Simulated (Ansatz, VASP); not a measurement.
Al2Cu in VASP and in Ansatz

```
Al Cu
1.0
    -2.09823    2.09823    2.78785
     2.09823   -2.09823    2.78785
     2.09823    2.09823   -2.78785
Al Cu
2 1
Direct
  0.75000 0.25000 0.50000
  0.25000 0.75000 0.50000
  0.50000 0.50000 0.00000
```

Alike in both runs: task single point; functional LDA; k mesh 14 × 14 × 14; occupations gaussian, width 0.15 eV; no spin polarisation.

|  | VASP | Ansatz |
| --- | --- | --- |
| version | VASP 6.6.1 | Ansatz 0.2.0 |
| potentials or method | VASP PAW LDA potentials, release 64 (Al, Cu), cutoff 520 eV | scalar-relativistic, plane waves, PAW |
| valence electrons in the cell | 17 | 25 |

Ansatz gave:

```
gap on the k mesh at the Fermi level (eV)                     : none
pressure (GPa)                                                : -6.7
traceless stress, the component that is largest in VASP (GPa) : 4.07
```

Which values does VASP return?

gap on the k mesh at the Fermi level (eV): none; pressure (GPa): -6.2; traceless stress, the component that is largest in VASP (GPa): 4.02.

Ansatz warns that its potentials were made for another functional, while VASP's fit it. LDA's correlation is that of Perdew and Zunger in VASP and of Perdew and Wang (1992) in Ansatz. A gap of «none» marks a metal or a gap that the smearing closes. VASP's potentials hold 17 valence electrons a cell and Ansatz's 25, so a difference there can come from the potentials and not from the codes.
